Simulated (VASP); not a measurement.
# AgI (F-43m) in VASP: a series of runs, part 2 of 2

VASP 6.6.1. Earlier steps stand in the parts before.

## (4) Single point, PBE0

The input, POSCAR:

```
AgI
1.0
    0.0000000000      3.2886327781      3.2886327781
    3.2886327781      0.0000000000      3.2886327781
    3.2886327781      3.2886327781      0.0000000000
Ag I
1 1
Direct
    0.0000000000      0.0000000000      0.0000000000
    0.2500000000      0.2500000000      0.2500000000
```

The input, INCAR.step1:

```
PREC     = Accurate       # precision mode
ENCUT    = 400            # plane-wave cutoff, eV
EDIFF    = 1E-5           # SCF threshold, eV
ISMEAR   = 0              # smearing method
SIGMA    = 0.01           # smearing width, eV
LREAL    = F              # projectors in reciprocal space
LASPH    = T              # aspherical terms in the spheres
NELM     = 120            # most SCF steps
ALGO     = Normal         # electronic algorithm
ISIF     = 2              # what is computed and relaxed
LWAVE    = T              # write WAVECAR
LCHARG   = F              # write CHGCAR
NBANDS   = 16             # bands
GGA      = PE             # functional
GGA_COMPAT= F
```

The input, INCAR.step2:

```
PREC     = Accurate       # precision mode
ENCUT    = 400            # plane-wave cutoff, eV
EDIFF    = 1E-6           # SCF threshold, eV
ISMEAR   = 0              # smearing method
SIGMA    = 0.01           # smearing width, eV
LREAL    = F              # projectors in reciprocal space
LASPH    = T              # aspherical terms in the spheres
NELM     = 120            # most SCF steps
ALGO     = Normal         # electronic algorithm
ISIF     = 2              # what is computed and relaxed
LWAVE    = F              # write WAVECAR
LCHARG   = F              # write CHGCAR
GGA      = PE             # functional
LHFCALC  = T              # exact exchange
AEXX     = 0.25           # exact-exchange fraction
PRECFOCK = Normal       
NBANDS   = 16             # bands
ISTART   = 1            
GGA_COMPAT= F
```

The input, KPOINTS:

```
Automatic mesh
0
Gamma
  4 4 4
```

Potentials or basis: VASP PAW PBE potentials, release 64 (Ag, I).

The run is started by

```console
cat potpaw_PBE.64/Ag/POTCAR potpaw_PBE.64/I/POTCAR > POTCAR
cp INCAR.step1 INCAR
mpirun -np 1 vasp_std > vasp.out
cp INCAR.step2 INCAR
mpirun -np 1 vasp_std > vasp.out
```

OUTCAR:

```text
PREC = Accurate
   ENCUT = 400
   EDIFF = 1E-6
   ISMEAR = 0
   LREAL = F
   LASPH = T
   NELM = 120
   ISIF = 2
   GGA = PE
   LHFCALC = T
   AEXX = 0.25
   PRECFOCK = Normal
   ISTART = 1

 ion  position               nearest neighbor table
   1  0.000  0.000  0.000-   2 2.85   2 2.85   2 2.85   2 2.85
   2  0.250  0.250  0.250-   1 2.85   1 2.85   1 2.85   1 2.85

  LATTYP: Found a face centered cubic cell.
 ALAT       =     6.5772655562

  Lattice vectors:

 A1 = (   0.0000000000,   3.2886327781,   3.2886327781)
 A2 = (   3.2886327781,   0.0000000000,   3.2886327781)
 A3 = (   3.2886327781,   3.2886327781,   0.0000000000)

Analysis of symmetry for initial positions (statically):
=====================================================================
 Subroutine PRICEL returns:
 Original cell was already a primitive cell.

 Routine SETGRP: Setting up the symmetry group for a
 face centered cubic supercell.

 Subroutine GETGRP returns: Found 24 space group operations
 (whereof 24 operations were pure point group operations)
 out of a pool of 48 trial point group operations.

The static configuration has the point symmetry T_d .

[... 148 lines left out ...]

  energy without entropy =       -6.28364894  energy(sigma->0) =       -6.28364894

 E-fermi :   1.6407     XC(G=0):  -6.5063

 val. band max:        1.5939413336   @ k =   0.0000   0.0000   0.0000
 cond. band min:       4.7814498507   @ k =   0.0000   0.0000   0.0000
 fundamental gap:      3.1875085170
 Fermi energy:         1.6407481920

 k-point     1 :       0.0000    0.0000    0.0000
  band No.  band energies     occupation
      1     -11.9282      2.00000
      2      -3.0341      2.00000
      3      -3.0341      2.00000
      4      -3.0341      2.00000
      5      -2.0212      2.00000
      6      -2.0212      2.00000
[... 129 lines left out ...]
      3      -2.5422      2.00000
      4      -2.4178      2.00000
      5      -2.0857      2.00000
      6      -1.7337      2.00000
[... 8 lines left out ...]
     15      15.1977      0.00000
     16      15.3248      0.00000

------------------------ aborting loop because EDIFF is reached ----------------------------------------

  FORCE on cell =-STRESS in cart. coord.  units (eV):
  Direction    XX          YY          ZZ          XY          YZ          ZX
  --------------------------------------------------------------------------------------
  -------------------------------------------------------------------------------------
  Total        0.1151185      0.1151185      0.1151185      0.0000000      0.0000000     -0.0000000
  in kB        2.5928620      2.5928620      2.5928620      0.0000000      0.0000000     -0.0000000
  external PRESSURE =       2.5928620 kB  Pullay stress =       0.0000000 kB

 VOLUME and BASIS-vectors are now :
 -----------------------------------------------------------------------------
  energy-cutoff  :      400.00
  volume of cell :       71.13
      direct lattice vectors                 reciprocal lattice vectors
     0.000000000  3.288632778  3.288632778    -0.152038867  0.152038867  0.152038867
     3.288632778  0.000000000  3.288632778     0.152038867 -0.152038867  0.152038867
     3.288632778  3.288632778  0.000000000     0.152038867  0.152038867 -0.152038867

 POSITION                                       TOTAL-FORCE (eV/Angst)
 -----------------------------------------------------------------------------------
      0.00000      0.00000      0.00000        -0.000000     -0.000000     -0.000000
      1.64432      1.64432      1.64432         0.000000      0.000000      0.000000
 -----------------------------------------------------------------------------------
    total drift:                               -0.000096     -0.000031     -0.000019

  FREE ENERGIE OF THE ION-ELECTRON SYSTEM (eV)
  ---------------------------------------------------
  free  energy   TOTEN  =        -6.2836489400 eV

  energy  without entropy=       -6.2836489400  energy(sigma->0) =       -6.28364894
```

OSZICAR.step1:

```text
N       E                     dE             d eps       ncg     rms          rms(c)
DAV:   1     0.763570030090E+02    0.76357E+02   -0.68929E+03   264   0.764E+02
DAV:   2    -0.214602512348E+01   -0.78503E+02   -0.74235E+02   312   0.171E+02
DAV:   3    -0.481100095108E+01   -0.26650E+01   -0.26597E+01   320   0.325E+01
DAV:   4    -0.485666116879E+01   -0.45660E-01   -0.45658E-01   376   0.392E+00
DAV:   5    -0.485676548699E+01   -0.10432E-03   -0.10432E-03   344   0.180E-01    0.469E+00
DAV:   6    -0.477202643596E+01    0.84739E-01   -0.23199E-01   280   0.662E+00    0.358E+00
DAV:   7    -0.477126597607E+01    0.76046E-03   -0.44173E-02   264   0.120E+00    0.157E+00
DAV:   8    -0.477168802444E+01   -0.42205E-03   -0.27156E-03   296   0.447E-01    0.266E-01
DAV:   9    -0.477192347690E+01   -0.23545E-03   -0.41829E-04   304   0.227E-01    0.597E-02
DAV:  10    -0.477196720673E+01   -0.43730E-04   -0.27804E-05   328   0.543E-02    0.217E-02
DAV:  11    -0.477200829232E+01   -0.41086E-04   -0.55070E-05   304   0.501E-02    0.160E-02
DAV:  12    -0.477200767165E+01    0.62067E-06   -0.22825E-06   256   0.145E-02
   1 F= -.47720077E+01 E0= -.47720077E+01  d E =-.311069E-28
```

Wall time 5.4 min (1 thread of Intel Xeon Platinum 8559C (Emerald Rapids), shared host); peak memory 0.18 GiB.

Results:

```
Free energy            : -6.2836 eV
Pressure               : 0.3 GPa
Band gap on the k mesh : 3.19 eV
```

Caveat: the PAW data sets were made with another functional, which shifts forces and pressure a little; spin-orbit coupling is left out, which moves the levels of the heavy elements.

## (5) Single point, HF

POSCAR is that of step 4.

The input, INCAR.step1:

```
SYSTEM = AgI
ALGO = Normal
EDIFF = 1E-5
ENCUT = 400
GGA = PE
GGA_COMPAT = .False.
ISIF = 2
ISMEAR = 0
LASPH = .True.
LREAL = .False.
LWAVE = .True.
NBANDS = 16
NELM = 120
PREC = Accurate
SIGMA = 0.01
```

The input, INCAR.step2:

```
SYSTEM = AgI
AEXX = 1.0
AGGAC = 0.0
ALDAC = 0.0
ALGO = Normal
EDIFF = 1E-6
ENCUT = 400
GGA = PE
GGA_COMPAT = .False.
ISIF = 2
ISMEAR = 0
ISTART = 1
LASPH = .True.
LCHARG = .True.
LELF = .True.
LHFCALC = .True.
LREAL = .False.
LVHAR = .True.
LWAVE = .False.
NBANDS = 16
NELM = 120
PREC = Accurate
PRECFOCK = Normal
SIGMA = 0.01
```

The input, KPOINTS:

```
k-points
0
Gamma
  4 4 4
  0 0 0
```

The run is started by

```console
cat potpaw_PBE.64/Ag/POTCAR potpaw_PBE.64/I/POTCAR > POTCAR
cp INCAR.step1 INCAR
mpirun -np 1 vasp_std > vasp.out
cp INCAR.step2 INCAR
mpirun -np 1 vasp_std > vasp.out
```

It took 5.4 min on 1 thread of Intel Xeon Platinum 8559C (Emerald Rapids), shared host; peak memory 0.18 GiB.

The run converged. Its results:

| Item | Value |
| --- | --- |
| Free energy | -9.9162 eV |
| Pressure | 5.3 GPa |
| Band gap on the k mesh | 8.92 eV |

Levels at points of the mesh, in eV from the valence-band top:
```csv
k point,band 5,band 6,band 7,band 8,band 9,band 10,band 11,band 12,band 13,band 14
"(0.00, 0.00, 0.00)",-5.70,-5.70,0.00,0.00,0.00,8.92,13.64,13.64,13.64,17.34
"(0.50, 0.00, 0.00)",-5.68,-5.56,-4.32,-0.81,-0.81,10.54,13.94,13.94,14.62,17.33
"(0.50, 0.50, 0.00)",-5.64,-5.54,-3.51,-2.04,-2.04,10.57,11.58,16.59,18.27,18.27
```

Caveat: the cell stands under pressure; the PAW data sets were made with another functional, which shifts forces and pressure a little; spin-orbit coupling is left out, which moves the levels of the heavy elements.

## (6) Single point, HSE06

This run uses another cell than the first one, of 36.35 Å³/atom.

The input, POSCAR:

```
AgI
1.0
    0.0000000000      3.3125403486      3.3125403486
    3.3125403486      0.0000000000      3.3125403486
    3.3125403486      3.3125403486      0.0000000000
Ag I
1 1
Direct
    0.0000000000      0.0000000000      0.0000000000
    0.2500000000      0.2500000000      0.2500000000
```

The input, INCAR.step1:

```
ALGO = Normal
EDIFF = 1E-5
ENCUT = 400
GGA = PE
GGA_COMPAT = F
ISIF = 2
ISMEAR = -1
LASPH = T
LCHARG = F
LREAL = F
LWAVE = T
NBANDS = 16
NELM = 120
PREC = Accurate
SIGMA = 0.02
```

The input, INCAR.step2:

```
ALGO = Normal
EDIFF = 1E-6
ENCUT = 400
GGA = PE
GGA_COMPAT = F
HFSCREEN = 0.2079
ISIF = 2
ISMEAR = -1
ISTART = 1
LASPH = T
LCHARG = F
LHFCALC = T
LREAL = F
LWAVE = F
NBANDS = 16
NELM = 120
PREC = Accurate
PRECFOCK = Normal
SIGMA = 0.02
```

The input, KPOINTS:

```
k-points
0
Gamma
  4 4 4
```

Potentials or basis: VASP PAW PBE potentials, release 64 (Ag, I).

The run is started by

```console
cat potpaw_PBE.64/Ag/POTCAR potpaw_PBE.64/I/POTCAR > POTCAR
cp INCAR.step1 INCAR
mpirun -np 1 vasp_std > vasp.out
cp INCAR.step2 INCAR
mpirun -np 1 vasp_std > vasp.out
```

Run time: 3.7 min. Hardware: 1 thread of Intel Xeon Platinum 8559C (Emerald Rapids), shared host; peak memory 0.28 GiB.

Results (log left out):

```
Free energy            : -5.7257 eV
Pressure               : -0.2 GPa
Band gap on the k mesh : 2.49 eV
```

Levels at points of the mesh, in eV from the valence-band top:
```
           k point  band 6  band 7  band 8  band 9  band 10  band 11  band 12  band 13
(0.00, 0.00, 0.00)   -3.49    0.00    0.00    0.00     2.49     7.03     7.03     7.03
(0.50, 0.00, 0.00)   -3.47   -3.36   -0.68   -0.68     3.97     7.47     7.47     8.27
(0.50, 0.50, 0.00)   -3.37   -2.74   -1.71   -1.71     4.76     5.04     9.58    10.88
```

Caveat: the PAW data sets were made with another functional, which shifts forces and pressure a little; spin-orbit coupling is left out, which moves the levels of the heavy elements.

## (7) Single point, r2SCAN0

The input, POSCAR:

```
AgI
1.0
    0.0000000000      3.2886327781      3.2886327781
    3.2886327781      0.0000000000      3.2886327781
    3.2886327781      3.2886327781      0.0000000000
Ag I
1 1
Direct
    0.0000000000      0.0000000000      0.0000000000
    0.2500000000      0.2500000000      0.2500000000
```

The input, INCAR.step1:

```
SYSTEM = AgI
PREC = Accurate
ENCUT = 440
EDIFF = 1E-5
ISMEAR = 0
SIGMA = 0.01
LREAL = .FALSE.
LASPH = .TRUE.
NELM = 120
ALGO = Normal
ISIF = 2
LWAVE = .TRUE.
LCHARG = .FALSE.
GGA = PE
NBANDS = 16
GGA_COMPAT = .FALSE.
```

The input, INCAR.step2:

```
SYSTEM = AgI
PREC = Accurate
ENCUT = 440
EDIFF = 1E-6
ISMEAR = 0
SIGMA = 0.01
LREAL = .FALSE.
LASPH = .TRUE.
NELM = 120
ALGO = Normal
ISIF = 2
LWAVE = .FALSE.
LCHARG = .FALSE.
METAGGA = R2SCAN
LHFCALC = .TRUE.
AEXX = 0.25
LMIXTAU = .TRUE.
PRECFOCK = Normal
ISTART = 1
NBANDS = 16
GGA_COMPAT = .FALSE.
```

The input, KPOINTS:

```
Automatic mesh
0
G
  4 4 4
  0 0 0
```

The run is started by

```console
cat potpaw_PBE.64/Ag/POTCAR potpaw_PBE.64/I/POTCAR > POTCAR
cp INCAR.step1 INCAR
mpirun -np 1 vasp_std > vasp.out
cp INCAR.step2 INCAR
mpirun -np 1 vasp_std > vasp.out
```

Wall time 3.1 min (1 thread of Intel Xeon Platinum 8559C (Emerald Rapids), shared host); peak memory 0.19 GiB.

The run converged. Its results:

```
Free energy            : -37.8010 eV
Pressure               : 0.0 GPa
Band gap on the k mesh : 3.44 eV
```

Levels at points of the mesh, in eV from the valence-band top:
| k point | band 7 | band 8 | band 9 | band 10 | band 11 | band 12 |
| --- | --- | --- | --- | --- | --- | --- |
| (0.00, 0.00, 0.00) | 0.00 | 0.00 | 0.00 | 3.44 | 8.06 | 8.06 |
| (0.50, 0.00, 0.00) | -3.51 | -0.73 | -0.73 | 4.96 | 8.46 | 8.46 |
| (0.50, 0.50, 0.00) | -2.86 | -1.83 | -1.83 | 5.55 | 6.00 | 10.69 |

Caveat: the PAW data sets were made with another functional, which shifts forces and pressure a little; spin-orbit coupling is left out, which moves the levels of the heavy elements.

## (8) Overview

```tsv
level	spin	cell	k mesh	cutoff (eV)	smearing	grid for exact exchange (PRECFOCK)	share of exact exchange	screening parameter	gap on the mesh (eV)	pressure (GPa)
PBE	non-collinear, zero start, SOC	a = 4.651 Å, angles 60.0°, 2 atoms	6 × 6 × 6	500	gaussian 0.01 eV	-	-	-	-	0.6
HSE06	off	a = 4.651 Å, angles 60.0°, 2 atoms	4 × 4 × 4	400	gaussian 0.01 eV	Normal	0.25	0.2079 1/Å	2.48	0.4
PBE0	off	a = 4.651 Å, angles 60.0°, 2 atoms	4 × 4 × 4	400	gaussian 0.01 eV	Normal	0.25	-	3.19	0.3
HF	off	a = 4.651 Å, angles 60.0°, 2 atoms	4 × 4 × 4	400	gaussian 0.01 eV	Normal	1	-	8.92	5.3
HSE06	off	a = 4.685 Å, angles 60.0°, 2 atoms	4 × 4 × 4	400	fermi-dirac 0.02 eV	Normal	0.25	0.2079 1/Å	2.49	-0.2
r2SCAN0	off	a = 4.651 Å, angles 60.0°, 2 atoms	4 × 4 × 4	440	gaussian 0.01 eV	Normal	0.25	-	3.44	0.0
```

Alike in all rows: task single point; potentials or basis VASP PAW PBE potentials, release 64 (Ag, I).

On the cell as given the gap runs from 2.48 eV (HSE06) to 8.92 eV (HF). The pressure there spans 0.0 GPa (r2SCAN0) to 5.3 GPa (HF); a positive pressure means that this level wants a larger cell, a negative one a smaller.

Caveats: the PAW data sets were made with another functional, which shifts forces and pressure a little (at least some runs); spin-orbit coupling is left out, which moves the levels of the heavy elements (at least some runs); the cell stands under pressure (at least some runs).

Total energies depend on the potentials used, so only differences within one code and one set of settings carry meaning.
